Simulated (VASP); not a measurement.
# Ru (P6_3/mmc) in VASP: notebook

The runs below take Ru through electric field gradients, vibrations by perturbation theory, with PBEsol.

All numbers are computed with VASP 6.6.1; they aren't measurements. Logs are shortened: lines on timing, memory, paths and dates and some standing lists are left out, and cuts for length are marked.

### Step 1. The cell of the first run

The structure is hexagonal, space group P6_3/mmc (No. 194). The conventional cell has a = 2.692 Å, b = 2.692 Å, c = 4.252 Å, α = 90.00°, β = 90.00°, γ = 120.00°. Ru (site symmetry -6m2) has 12 Ru at 2.63 to 2.69 Å within 3.5 Å.

### Step 2. Electric field gradients, PBEsol

INCAR

```
SYSTEM = Ru
PREC = Accurate ; ENCUT = 520
EDIFF = 1E-8 ; ISMEAR = -1
SIGMA = 0.15 ; LREAL = .False.
LASPH = .True. ; NELM = 60
ALGO = Normal ; ISIF = 2
LWAVE = .False. ; LCHARG = .False.
GGA = PS ; LEFG = .True.
NBANDS = 21
```

KPOINTS

```
regular mesh
0
Gamma
  18 18 10
  0 0 0
```

POSCAR

```
Ru
1.0
    2.6916927100      0.0000000000      0.0000000000
   -1.3458463550      2.3310742660      0.0000000000
    0.0000000000      0.0000000000      4.2517439378
Ru
2
Direct
    0.3333333333      0.6666666667      0.2500000000
    0.6666666667      0.3333333333      0.7500000000
```

Potentials or basis: VASP PAW PBE potentials, release 64 (Ru_pv).

Started as:

```console
cat potpaw_PBE.64/Ru_pv/POTCAR > POTCAR
mpirun -np 1 vasp_std > vasp.out
```

OUTCAR:

```text
SYSTEM = Ru
   PREC = Accurate
   ENCUT = 520
   EDIFF = 1E-8
   ISMEAR = -1
   LREAL = .False.
   LASPH = .True.
   NELM = 60
   ISIF = 2
   GGA = PS

 ion  position               nearest neighbor table
   1  0.333  0.667  0.250-   2 2.63   2 2.63   2 2.63   2 2.63   2 2.63   2 2.63
   2  0.667  0.333  0.750-   1 2.63   1 2.63   1 2.63   1 2.63   1 2.63   1 2.63

  LATTYP: Found a hexagonal cell.
 ALAT       =     2.6916927100
 C/A-ratio  =     1.5795799877

  Lattice vectors:

 A1 = (   2.6916927100,   0.0000000000,   0.0000000000)
 A2 = (  -1.3458463550,   2.3310742660,   0.0000000000)
 A3 = (   0.0000000000,   0.0000000000,   4.2517439378)

Analysis of symmetry for initial positions (statically):
=====================================================================
 Subroutine PRICEL returns:
 Original cell was already a primitive cell.

 Routine SETGRP: Setting up the symmetry group for a
 hexagonal supercell.

 Subroutine GETGRP returns: Found 24 space group operations
 (whereof 12 operations were pure point group operations)
 out of a pool of 24 trial point group operations.

The static configuration has the point symmetry D_3d.
 The point group associated with its full space group is D_6h.

Analysis of symmetry for dynamics (positions and initial velocities):
=====================================================================
 Subroutine PRICEL returns:
 Original cell was already a primitive cell.

 Routine SETGRP: Setting up the symmetry group for a
 hexagonal supercell.

 Subroutine GETGRP returns: Found 24 space group operations
 (whereof 12 operations were pure point group operations)
 out of a pool of 24 trial point group operations.

The dynamic configuration has the point symmetry D_3d.
 The point group associated with its full space group is D_6h.

 Subroutine INISYM returns: Found 24 space group operations
 (whereof 12 operations are pure point group operations),
 and found     1 'primitive' translations

----------------------------------------------------------------------------------------

                                     Primitive cell

  volume of cell :      26.6777

  direct lattice vectors                    reciprocal lattice vectors
     2.691692710  0.000000000  0.000000000     0.371513433  0.214493381  0.000000000
    -1.345846355  2.331074266  0.000000000     0.000000000  0.428986761  0.000000000
     0.000000000  0.000000000  4.251743938     0.000000000  0.000000000  0.235197607

  length of vectors
     2.691692710  2.691692710  4.251743938     0.428986761  0.428986761  0.235197607

  position of ions in fractional coordinates (direct lattice)
     0.333333333  0.666666667  0.250000000
     0.666666667  0.333333333  0.750000000

  ion indices of the primitive-cell ions
   primitive index   ion index
                 1           1
                 2           2

----------------------------------------------------------------------------------------

 KPOINTS: regular mesh

Automatic generation of k-mesh.
 Grid dimensions read from file:
 generate k-points for:   18   18   10

 Generating k-lattice:

  Cartesian coordinates                     Fractional coordinates (reciprocal lattice)
     0.020639635  0.011916299  0.000000000     0.055555556 -0.000000000  0.000000000
     0.000000000  0.023832598  0.000000000     0.000000000  0.055555556  0.000000000
     0.000000000  0.000000000  0.023519761     0.000000000  0.000000000  0.100000000

  Length of vectors
     0.023832598  0.023832598  0.023519761

  Shift w.r.t. Gamma in fractional coordinates (k-lattice)
     0.000000000  0.000000000  0.000000000

 Subroutine IBZKPT returns following result:
 ===========================================

 Found    222 irreducible k-points:

 Following reciprocal coordinates:
            Coordinates               Weight
  0.000000  0.000000  0.000000      1.000000
  0.055556  0.000000  0.000000      6.000000
  0.111111  0.000000  0.000000      6.000000
  0.166667 -0.000000  0.000000      6.000000
  0.222222 -0.000000  0.000000      6.000000
  0.277778 -0.000000  0.000000      6.000000
[... 16 lines left out ...]
  0.333333  0.111111  0.000000     12.000000
  0.388889  0.111111  0.000000     12.000000
 [... further k-points ...]
   k-points           NKPTS =    222   k-points in BZ     NKDIM =    222   number of bands    NBANDS=     21
   number of dos      NEDOS =    301   number of ions     NIONS =      2
   total plane-waves  NPLWV =  12800
   dimension x,y,z NGX =    20 NGY =   20 NGZ =   32
   dimension x,y,z NGXF=    40 NGYF=   40 NGZF=   64
   ions per type =               2
   NGX,Y,Z   is equivalent  to a cutoff of  12.35, 12.35, 12.51 a.u.
   NGXF,Y,Z  is equivalent  to a cutoff of  24.71, 24.71, 25.02 a.u.
 SYSTEM =  Ru
   PREC   = accura    normal or accurate (medium, high low for compatibility)
   ISTART =      0    job   : 0-new  1-cont  2-samecut
   ICHARG =      2    charge: 1-file 2-atom 10-const
   ISPIN  =      1    spin polarized calculation?
   LNONCOLLINEAR =      F non collinear calculations
   LSORBIT =      F    spin-orbit coupling
   LASPH  =      T    aspherical Exc in radial PAW
   ENCUT  =  520.0 eV  38.22 Ry    6.18 a.u.   5.00  5.00  7.91*2*pi/ulx,y,z
   NELM   =     60;   NELMIN=  2; NELMDL= -5     # of ELM steps
   EDIFF  = 0.1E-07   stopping-criterion for ELM
   LREAL  =      F    real-space projection
   EDIFFG = 0.1E-06   stopping-criterion for IOM
   NSW    =      0    number of steps for IOM
   IBRION =     -1    ionic relax: 0-MD 1-quasi-New 2-CG
   NFREE  =      0    steps in history (QN), initial steepest desc. (CG)
   ISIF   =      2    stress and relaxation
   ISYM   =      2    0-nonsym 1-usesym 2-fastsym
   POTIM  = 0.5000    time-step for ionic-motion
   TEBEG  =    0.0;   TEEND  =   0.0 temperature during run
   PSTRESS=    0.0 pullay stress
   NELECT =      28.0000    total number of electrons
   NUPDOWN=      -1.0000    fix difference up-down
   EMIN   =  10.00;   EMAX   =-10.00  energy-range for DOS
   EFERMI =   0.00;   METHOD = LEGACY
   ISMEAR =    -1;   SIGMA  =   0.15  broadening in eV -4-tet -1-fermi 0-gaus
   EFERMI_NEDOS =   21; number of points for ismear=-14 and -15
   IALGO  =     38    algorithm
   IMIX   =      4    mixing-type and parameters
     AMIX     =   0.40;   BMIX     =  1.00
     AMIX_MAG =   1.60;   BMIX_MAG =  1.00
  volume/ion in A,a.u.               =      13.34        90.02
  Fermi-wavevector in a.u.,A,eV,Ry     =   1.663711  3.143958 37.660042  2.767935
  Thomas-Fermi vector in A             =   2.750381
   LORBIT       =      0    0 simple, 1 ext, 2 COOP (PROOUT), +10 PAW based schemes
   GGA     = PS    functional components
   LHFCALC =     F    Hartree Fock is set to
   AEXX    =    0.0000 exact exchange contribution
   IVDW    =     0    specifies the selected vdW correction
   LEPSILON=     F    determine dielectric tensor
   LRPA    =     F    only Hartree local field effects (RPA)
 non-spin polarized calculation
  energy-cutoff  :      520.00
  volume of cell :       26.68
 maximum number of plane-waves:       738
 NGX is ok and might be reduce to    20
   NGX =  9   NGY =  9   NGZ = 15

 number of electron      27.9999998 magnetization

 Free energy of the ion-electron system (eV)
  ---------------------------------------------------
  ext. energy  EPLUGINS =         0.00000000
  ---------------------------------------------------
  free energy    TOTEN  =       -20.40138553 eV

  energy without entropy =      -20.28073743  energy(sigma->0) =      -20.34106148

 E-fermi :  13.0392     XC(G=0): -14.3900

 val. band max:       13.0197183005   @ k =   0.1667   0.1111   0.3000
 cond. band min:      13.0413162904   @ k =   0.2222   0.1111   0.1000
 fundamental gap:      0.0215979898
 Fermi energy:        13.0392311278

 k-point     1 :       0.0000    0.0000    0.0000
  band No.  band energies     occupation
      1     -30.6446      2.00000
      2     -29.6479      2.00000
      3     -29.6479      2.00000
      4     -29.4655      2.00000
      5     -29.4655      2.00000
      6     -29.4205      2.00000
[... 13 lines left out ...]
     20      23.2927      0.00000
     21      23.5891      0.00000

 k-point     2 :       0.0556    0.0000    0.0000
  band No.  band energies     occupation
      1     -30.6334      2.00000
      2     -29.6719      2.00000
      3     -29.6560      2.00000
      4     -29.4906      2.00000
      5     -29.4687      2.00000
      6     -29.4257      2.00000
[... 13 lines left out ...]
     20      23.2927      0.00000
     21      23.5739      0.00000
[... 487 lines left out ...]
      5     -29.6803      2.00000
      6     -29.6337      2.00000
[... 13 lines left out ...]
     20      23.2917      0.00000
     21      23.9738      0.00000

 k-point    24 :       0.3889    0.1111    0.0000
  band No.  band energies     occupation
      1     -30.3926      2.00000
      2     -30.1955      2.00000
      3     -30.1319      2.00000
      4     -29.9329      2.00000
      5     -29.7316      2.00000
      6     -29.6482      2.00000
[... 13 lines left out ...]
     20      23.2903      0.00000
     21      24.3065      0.00000

 [... further k-points ...]
[... 5 lines left out ...]
  --------------------------------------------------------------------------------------
  -------------------------------------------------------------------------------------
  Total       -0.0124005     -0.0124005     -0.0086347     -0.0000000      0.0000000      0.0000000
  in kB       -0.7447331     -0.7447331     -0.5185704     -0.0000000      0.0000000      0.0000000
  external PRESSURE =      -0.6693456 kB  Pullay stress =       0.0000000 kB

 VOLUME and BASIS-vectors are now :
 -----------------------------------------------------------------------------
  energy-cutoff  :      520.00
  volume of cell :       26.68
      direct lattice vectors                 reciprocal lattice vectors
     2.691692710  0.000000000  0.000000000     0.371513433  0.214493381  0.000000000
    -1.345846355  2.331074266  0.000000000     0.000000000  0.428986761  0.000000000
     0.000000000  0.000000000  4.251743938     0.000000000  0.000000000  0.235197607

 POSITION                                       TOTAL-FORCE (eV/Angst)
 -----------------------------------------------------------------------------------
     -0.00000      1.55405      1.06294        -0.000000     -0.000000      0.000000
      1.34585      0.77702      3.18881         0.000000      0.000000      0.000000
 -----------------------------------------------------------------------------------
    total drift:                               -0.000000      0.000000     -0.000000

  FREE ENERGIE OF THE ION-ELECTRON SYSTEM (eV)
  ---------------------------------------------------
  free  energy   TOTEN  =       -20.4013855337 eV

  energy  without entropy=      -20.2807374301  energy(sigma->0) =      -20.34106148

 Electric field gradients (V/A^2)
---------------------------------------------------------------------
 ion       V_xx      V_yy      V_zz      V_xy      V_xz      V_yz
---------------------------------------------------------------------
   1       7.595     7.597   -15.192     0.001     0.000    -0.000
   2       7.595     7.597   -15.192     0.001    -0.000     0.000
---------------------------------------------------------------------

 Electric field gradients after diagonalization (V/A^2)
 (convention: |V_zz| > |V_xx| > |V_yy|)
----------------------------------------------------------------------
 ion       V_xx      V_yy      V_zz     asymmetry (V_yy - V_xx)/ V_zz
----------------------------------------------------------------------
   1       7.597     7.594   -15.192       0.000
   2       7.597     7.594   -15.192       0.000
----------------------------------------------------------------------

           NMR quadrupolar parameters

 Cq : quadrupolar parameter    Cq=e*Q*V_zz/h
 eta: asymmetry parameters     (V_yy - V_xx)/ V_zz
 Q  : nuclear electric quadrupole moment in mb (millibarn)
----------------------------------------------------------------------
 ion       Cq(MHz)       eta       Q (mb)
----------------------------------------------------------------------
   1      -0.037       0.000       1.000
   2      -0.037       0.000       1.000
----------------------------------------------------------------------
```

Run time: 35 s. Hardware: 1 thread of AMD EPYC 9R45 (Zen 5), shared host; peak memory 0.18 GiB.

What came out:

```yaml
Free_energy: -20.4014 eV
Pressure: -0.1 GPa
Band_gap_on_the_k_mesh: zero (bands 14 and 15 overlap by 3.21 eV)
Largest_electric_field_gradient_by_atom: Ru -15.2 V/Å²
```

Electric field gradients, principal values (V/Å²):
```tsv
atom	least	middle	greatest (by size)
1 Ru	7.594	7.597	-15.192
2 Ru	7.594	7.597	-15.192
```

Caveat: without QUAD_EFG the Cq values of the log hold for a quadrupole moment of 1 mb, not for the nuclei; the PAW data sets were made with another functional, which shifts forces and pressure a little.

(Part 1 of 2 ends here.)

The gap in the log of VASP goes by the Fermi energy; the results here count the filled bands.